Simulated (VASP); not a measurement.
# MnS (P6_3mc) in VASP: single point with r2SCAN+U

Aim: the single point of MnS with r2SCAN+U.

All numbers are computed with VASP 6.6.1; they aren't measurements. Logs are shortened: lines on timing, memory, paths and dates and some standing lists are left out, and cuts for length are marked.

## 1. The cell of the first run

It takes space group P6_3mc (No. 186, hexagonal). The conventional cell has a = 4.065 Å, b = 4.065 Å, c = 6.571 Å, α = 90.00°, β = 90.00°, γ = 120.00°. Within 3.3 Å of Mn (site symmetry 3m) lie 4 S at 2.48 Å. S (site symmetry 3m) has 4 Mn at 2.48 Å within 3.3 Å.

## 2. Single point, r2SCAN+U, collinear spin, ferromagnetic start

File POSCAR:

```
MnS
1.0
    4.0648403046      0.0000000000      0.0000000000
   -2.0324201523      3.5202549661      0.0000000000
    0.0000000000      0.0000000000      6.5710786282
Mn S
2 2
Direct
    0.3333333333      0.6666666667      0.0041422798
    0.6666666667      0.3333333333      0.5041422798
    0.3333333333      0.6666666667      0.3822877202
    0.6666666667      0.3333333333      0.8822877202
```

File INCAR.step1:

```
  PREC = Accurate
  ENCUT = 520
  ISMEAR = 0
  SIGMA = 0.1
  LREAL = False
  LASPH = True
  NELM = 150
  ISPIN = 2
  MAGMOM = 4.74 4.74 0 0
  LMAXMIX = 4
  LDAU = True
  LDAUTYPE = 2
  LDAUL = 2 -1
  LDAUU = 3.9 0
  LDAUJ = 0 0
  NBANDS = 31
  GGA = PE
  ALGO = Normal
  EDIFF = 1E-4
  LWAVE = True
  LCHARG = False
```

File INCAR.step2:

```
  PREC = Accurate
  ENCUT = 520
  EDIFF = 1E-7
  ISMEAR = 0
  SIGMA = 0.1
  LREAL = False
  LASPH = True
  NELM = 150
  ALGO = Normal
  ISIF = 2
  LWAVE = False
  LCHARG = False
  ISPIN = 2
  MAGMOM = 4.74 4.74 0 0
  LORBIT = 11
  LMAXMIX = 4
  LDAU = True
  LDAUTYPE = 2
  LDAUL = 2 -1
  LDAUU = 3.9 0
  LDAUJ = 0 0
  LDAUPRINT = 1
  METAGGA = R2SCAN
  LMIXTAU = True
  NBANDS = 31
  ISTART = 1
```

File KPOINTS:

```
Automatic mesh
0
Gamma
  6 6 4
```

Potentials or basis: VASP PAW PBE potentials, release 64 (Mn_pv, S).

Launch:

```bash
cat potpaw_PBE.64/Mn_pv/POTCAR potpaw_PBE.64/S/POTCAR > POTCAR
cp INCAR.step1 INCAR
mpirun -np 1 vasp_std > vasp.out
cp INCAR.step2 INCAR
mpirun -np 1 vasp_std > vasp.out
```

OUTCAR:

```text
PREC = Accurate
   ENCUT = 520
   EDIFF = 1E-7
   ISMEAR = 0
   LREAL = False
   LASPH = True
   NELM = 150
   ISIF = 2
   ISPIN = 2
   LORBIT = 11
   METAGGA = R2SCAN
   ISTART = 1

 ion  position               nearest neighbor table
   1  0.333  0.667  0.004-   4 2.48   4 2.48   4 2.48   3 2.48
   2  0.667  0.333  0.504-   3 2.48   3 2.48   3 2.48   4 2.48
   3  0.333  0.667  0.382-   2 2.48   2 2.48   2 2.48   1 2.48
   4  0.667  0.333  0.882-   1 2.48   1 2.48   1 2.48   2 2.48

  LATTYP: Found a hexagonal cell.
 ALAT       =     4.0648403046
 C/A-ratio  =     1.6165650151

  Lattice vectors:

 A1 = (   4.0648403046,   0.0000000000,   0.0000000000)
 A2 = (  -2.0324201523,   3.5202549661,   0.0000000000)
 A3 = (   0.0000000000,   0.0000000000,   6.5710786282)

Analysis of symmetry for initial positions (statically):
=====================================================================
 Subroutine PRICEL returns:
 Original cell was already a primitive cell.

 Routine SETGRP: Setting up the symmetry group for a
 hexagonal supercell.

 Subroutine GETGRP returns: Found 12 space group operations
 (whereof  6 operations were pure point group operations)
 out of a pool of 24 trial point group operations.

The static configuration has the point symmetry C_3v.
 The point group associated with its full space group is C_6v.

Analysis of symmetry for dynamics (positions and initial velocities):
=====================================================================
 Subroutine PRICEL returns:
 Original cell was already a primitive cell.

 Routine SETGRP: Setting up the symmetry group for a
 hexagonal supercell.

 Subroutine GETGRP returns: Found 12 space group operations
 (whereof  6 operations were pure point group operations)
 out of a pool of 24 trial point group operations.

The dynamic configuration has the point symmetry C_3v.
 The point group associated with its full space group is C_6v.

Analysis of structural, dynamic, and magnetic symmetry:
=====================================================================
 Subroutine PRICEL returns:
 Original cell was already a primitive cell.

 Routine SETGRP: Setting up the symmetry group for a
 hexagonal supercell.

 Subroutine GETGRP returns: Found 12 space group operations
 (whereof  6 operations were pure point group operations)
 out of a pool of 24 trial point group operations.

The overall configuration has the point symmetry C_3v.
 The point group associated with its full space group is C_6v.

 Subroutine INISYM returns: Found 12 space group operations
 (whereof  6 operations are pure point group operations),
 and found     1 'primitive' translations

----------------------------------------------------------------------------------------

                                     Primitive cell

  volume of cell :      94.0274

  direct lattice vectors                    reciprocal lattice vectors
     4.064840305  0.000000000  0.000000000     0.246012125  0.142035166  0.000000000
    -2.032420152  3.520254966  0.000000000     0.000000000  0.284070333  0.000000000
     0.000000000  0.000000000  6.571078628     0.000000000  0.000000000  0.152182017

  length of vectors
     4.064840305  4.064840305  6.571078628     0.284070333  0.284070333  0.152182017

  position of ions in fractional coordinates (direct lattice)
     0.333333333  0.666666667  0.004142280
     0.666666667  0.333333333  0.504142280
     0.333333333  0.666666667  0.382287720
     0.666666667  0.333333333  0.882287720

  ion indices of the primitive-cell ions
   primitive index   ion index
                 1           1
                 2           2
                 3           3
                 4           4

----------------------------------------------------------------------------------------

 KPOINTS: Automatic mesh
[... 95 lines left out ...]
   AEXX    =    0.0000 exact exchange contribution
   IVDW    =     0    specifies the selected vdW correction
   LEPSILON=     F    determine dielectric tensor
   LRPA    =     F    only Hartree local field effects (RPA)
 spin polarized calculation
 Gauss-broadening in eV      SIGMA  =   0.10
  energy-cutoff  :      520.00
  volume of cell :       94.03
 maximum number of plane-waves:      2562
   NGX = 15   NGY = 15   NGZ = 25

atom =   1  type =  1  l = 2

 onsite density matrix

spin component  1

  0.9432  0.0000 -0.0000  0.0025 -0.0000
  0.0000  0.9410 -0.0000  0.0000  0.0025
 -0.0000 -0.0000  0.9458  0.0000 -0.0000
  0.0025  0.0000  0.0000  0.9410 -0.0000
 -0.0000  0.0025 -0.0000 -0.0000  0.9432

spin component  2

  0.0340  0.0000  0.0000  0.0148 -0.0000
  0.0000  0.0219 -0.0000  0.0000  0.0148
  0.0000 -0.0000  0.0453 -0.0000 -0.0000
  0.0148  0.0000 -0.0000  0.0219  0.0000
 -0.0000  0.0148 -0.0000  0.0000  0.0340

 occupancies and eigenvectors

  o =  0.0120  v =  0.0000  0.0000  0.0000  0.0000  0.0000  0.0000 -0.8305  0.0000 -0.0000  0.5570      0.0000  0.0000  0.0000  0.0000  0.0000  0.0000  0.0000  0.0000  0.0000  0.0000
  o =  0.0120  v =  0.0000  0.0000  0.0000  0.0000  0.0000  0.5570  0.0000 -0.0000 -0.8305 -0.0000      0.0000  0.0000  0.0000  0.0000  0.0000  0.0000  0.0000  0.0000  0.0000  0.0000
  o =  0.0440  v =  0.0000  0.0000  0.0000  0.0000  0.0000 -0.0002 -0.5570 -0.0000 -0.0001 -0.8305      0.0000  0.0000  0.0000  0.0000  0.0000  0.0000  0.0000  0.0000  0.0000  0.0000
  o =  0.0440  v =  0.0000  0.0000  0.0000  0.0000  0.0000  0.8305 -0.0001 -0.0000  0.5570 -0.0002      0.0000  0.0000  0.0000  0.0000  0.0000  0.0000  0.0000  0.0000  0.0000  0.0000
  o =  0.0453  v =  0.0000  0.0000  0.0000  0.0000  0.0000  0.0000  0.0000 -1.0000  0.0000  0.0000      0.0000  0.0000  0.0000  0.0000  0.0000  0.0000  0.0000  0.0000  0.0000  0.0000
  o =  0.9394  v =  0.0000  0.8363 -0.0000 -0.0000 -0.5482  0.0000  0.0000  0.0000  0.0000  0.0000      0.0000  0.0000  0.0000  0.0000  0.0000  0.0000  0.0000  0.0000  0.0000  0.0000
  o =  0.9394  v = -0.5482  0.0000 -0.0000  0.8363 -0.0000  0.0000  0.0000  0.0000  0.0000  0.0000      0.0000  0.0000  0.0000  0.0000  0.0000  0.0000  0.0000  0.0000  0.0000  0.0000
  o =  0.9449  v =  0.0000  0.5482  0.0000 -0.0000  0.8363  0.0000  0.0000  0.0000  0.0000  0.0000      0.0000  0.0000  0.0000  0.0000  0.0000  0.0000  0.0000  0.0000  0.0000  0.0000
  o =  0.9449  v = -0.8363 -0.0000  0.0000 -0.5482  0.0000  0.0000  0.0000  0.0000  0.0000  0.0000      0.0000  0.0000  0.0000  0.0000  0.0000  0.0000  0.0000  0.0000  0.0000  0.0000
  o =  0.9458  v =  0.0000 -0.0000  1.0000  0.0000 -0.0000  0.0000  0.0000  0.0000  0.0000  0.0000      0.0000  0.0000  0.0000  0.0000  0.0000  0.0000  0.0000  0.0000  0.0000  0.0000

atom =   2  type =  1  l = 2

 onsite density matrix

spin component  1

  0.9432 -0.0000 -0.0000 -0.0025 -0.0000
 -0.0000  0.9410  0.0000  0.0000 -0.0025
 -0.0000  0.0000  0.9458  0.0000 -0.0000
 -0.0025  0.0000  0.0000  0.9410  0.0000
 -0.0000 -0.0025 -0.0000  0.0000  0.9432

spin component  2

  0.0340  0.0000 -0.0000 -0.0148 -0.0000
  0.0000  0.0219  0.0000  0.0000 -0.0148
 -0.0000  0.0000  0.0453 -0.0000 -0.0000
 -0.0148  0.0000 -0.0000  0.0219  0.0000
 -0.0000 -0.0148 -0.0000  0.0000  0.0340

 occupancies and eigenvectors

  o =  0.0120  v =  0.0000  0.0000  0.0000  0.0000  0.0000 -0.0000  0.8305  0.0000 -0.0000  0.5570      0.0000  0.0000  0.0000  0.0000  0.0000  0.0000  0.0000  0.0000  0.0000  0.0000
  o =  0.0120  v =  0.0000  0.0000  0.0000  0.0000  0.0000  0.5570  0.0000  0.0000  0.8305  0.0000      0.0000  0.0000  0.0000  0.0000  0.0000  0.0000  0.0000  0.0000  0.0000  0.0000
  o =  0.0440  v =  0.0000  0.0000  0.0000  0.0000  0.0000 -0.0002  0.5570 -0.0000  0.0001 -0.8305      0.0000  0.0000  0.0000  0.0000  0.0000  0.0000  0.0000  0.0000  0.0000  0.0000
  o =  0.0440  v =  0.0000  0.0000  0.0000  0.0000  0.0000  0.8305  0.0001 -0.0000 -0.5570 -0.0002      0.0000  0.0000  0.0000  0.0000  0.0000  0.0000  0.0000  0.0000  0.0000  0.0000
  o =  0.0453  v =  0.0000  0.0000  0.0000  0.0000  0.0000  0.0000 -0.0000 -1.0000 -0.0000  0.0000      0.0000  0.0000  0.0000  0.0000  0.0000  0.0000  0.0000  0.0000  0.0000  0.0000
  o =  0.9394  v =  0.0000 -0.8363 -0.0000  0.0000 -0.5482  0.0000  0.0000  0.0000  0.0000  0.0000      0.0000  0.0000  0.0000  0.0000  0.0000  0.0000  0.0000  0.0000  0.0000  0.0000
  o =  0.9394  v =  0.5482  0.0000  0.0000  0.8363  0.0000  0.0000  0.0000  0.0000  0.0000  0.0000      0.0000  0.0000  0.0000  0.0000  0.0000  0.0000  0.0000  0.0000  0.0000  0.0000
  o =  0.9449  v =  0.0000 -0.5482  0.0000  0.0000  0.8363  0.0000  0.0000  0.0000  0.0000  0.0000      0.0000  0.0000  0.0000  0.0000  0.0000  0.0000  0.0000  0.0000  0.0000  0.0000
  o =  0.9449  v = -0.8363  0.0000  0.0000  0.5482  0.0000  0.0000  0.0000  0.0000  0.0000  0.0000      0.0000  0.0000  0.0000  0.0000  0.0000  0.0000  0.0000  0.0000  0.0000  0.0000
  o =  0.9458  v =  0.0000  0.0000  1.0000 -0.0000 -0.0000  0.0000  0.0000  0.0000  0.0000  0.0000      0.0000  0.0000  0.0000  0.0000  0.0000  0.0000  0.0000  0.0000  0.0000  0.0000

 number of electron      38.0000049 magnetization      10.0000021

 Free energy of the ion-electron system (eV)
  ---------------------------------------------------
  ext. energy  EPLUGINS =         0.00000000
  ---------------------------------------------------
  free energy    TOTEN  =       -47.85770877 eV

  energy without entropy =      -47.85770877  energy(sigma->0) =      -47.85770877

 E-fermi :   3.7584     XC(G=0):  -9.5154

 val. band max:        3.1528488816   @ k =   0.0000   0.0000   0.0000
 cond. band min:       4.9948904431   @ k =   0.0000   0.0000   0.0000
 fundamental gap:      1.8420415615
 Fermi energy:         3.7583782560

 spin component 1

 k-point     1 :       0.0000    0.0000    0.0000
  band No.  band energies     occupation
      1     -49.4136      1.00000
      2     -49.4114      1.00000
      3     -49.4104      1.00000
      4     -49.4103      1.00000
      5     -49.4100      1.00000
      6     -49.4099      1.00000
[... 703 lines left out ...]
     30      10.2353      0.00000
     31      12.4052      0.00000
 Fermi energy:         3.7583782560

 spin component 2

 k-point     1 :       0.0000    0.0000    0.0000
  band No.  band energies     occupation
      1     -42.9722      1.00000
      2     -42.9682      1.00000
      3     -42.9662      1.00000
      4     -42.9662      1.00000
      5     -42.9655      1.00000
      6     -42.9655      1.00000
[... 703 lines left out ...]
     30      11.6310      0.00000
     31      13.7939      0.00000

------------------------ aborting loop because EDIFF is reached ----------------------------------------

  FORCE on cell =-STRESS in cart. coord.  units (eV):
  Direction    XX          YY          ZZ          XY          YZ          ZX
  --------------------------------------------------------------------------------------
  -------------------------------------------------------------------------------------
  Total        0.1070585      0.1070585     -0.0481253      0.0000000      0.0000000      0.0000000
  in kB        1.8242215      1.8242215     -0.8200297      0.0000000      0.0000000      0.0000000
  external PRESSURE =       0.9428044 kB  Pullay stress =       0.0000000 kB

 VOLUME and BASIS-vectors are now :
 -----------------------------------------------------------------------------
  energy-cutoff  :      520.00
  volume of cell :       94.03
      direct lattice vectors                 reciprocal lattice vectors
     4.064840305  0.000000000  0.000000000     0.246012125  0.142035166  0.000000000
    -2.032420152  3.520254966  0.000000000     0.000000000  0.284070333  0.000000000
     0.000000000  0.000000000  6.571078628     0.000000000  0.000000000  0.152182017

 POSITION                                       TOTAL-FORCE (eV/Angst)
 -----------------------------------------------------------------------------------
     -0.00000      2.34684      0.02722        -0.000000      0.000000     -0.014727
      2.03242      1.17342      3.31276         0.000000     -0.000000     -0.014727
     -0.00000      2.34684      2.51204         0.000000     -0.000000      0.014727
      2.03242      1.17342      5.79758        -0.000000     -0.000000      0.014727
 -----------------------------------------------------------------------------------
    total drift:                               -0.000000     -0.000000      0.004597

  FREE ENERGIE OF THE ION-ELECTRON SYSTEM (eV)
  ---------------------------------------------------
  free  energy   TOTEN  =       -47.8577087724 eV

  energy  without entropy=      -47.8577087724  energy(sigma->0) =      -47.85770877

 total charge

# of ion       s       p       d       tot
------------------------------------------
    1        0.256   6.186   4.855  11.298
    2        0.256   6.186   4.855  11.298
    3        1.301   2.496   0.000   3.797
    4        1.301   2.496   0.000   3.797
--------------------------------------------------
tot          3.114  17.365   9.711  30.190

 magnetization (x)

# of ion       s       p       d       tot
------------------------------------------
    1        0.047   0.052   4.548   4.647
    2        0.047   0.052   4.548   4.647
    3        0.007   0.001   0.000   0.009
    4        0.007   0.001   0.000   0.009
--------------------------------------------------
tot          0.108   0.107   9.095   9.311
```

It took 7.4 min on 1 thread of Intel Xeon 8259CL, shared host; peak memory 0.31 GiB.

What came out:

- Free energy: -47.8577 eV
- Pressure: 0.1 GPa
- Largest force: 0.015 eV/Å
- Band gap on the k mesh: 1.84 eV
- Net moment: 10.00 μB per cell
- Site moments: Mn +4.65; S +0.01 μB
- Valence electrons inside the program's atomic spheres: Mn 11.30; S 3.80

Forces on the atoms (eV/Å):
```
Mn   0.000  0.000 -0.015
Mn   0.000  0.000 -0.015
S    0.000  0.000  0.015
S    0.000  0.000  0.015
```

Eigenvalues of the final occupation matrices:
```tsv
site	spin	trace	eigenvalues
site 1 d	1	4.71	0.94 0.94 0.94 0.94 0.95
site 1 d	2	0.16	0.01 0.01 0.04 0.04 0.05
site 2 d	1	4.71	0.94 0.94 0.94 0.94 0.95
site 2 d	2	0.16	0.01 0.01 0.04 0.04 0.05
```

Caveat: the PAW data sets were made with another functional, which shifts forces and pressure a little; only a ferromagnetic start was run, and an antiferromagnetic order may lie lower in energy. The state reached can hang on the start; a lower one may exist.
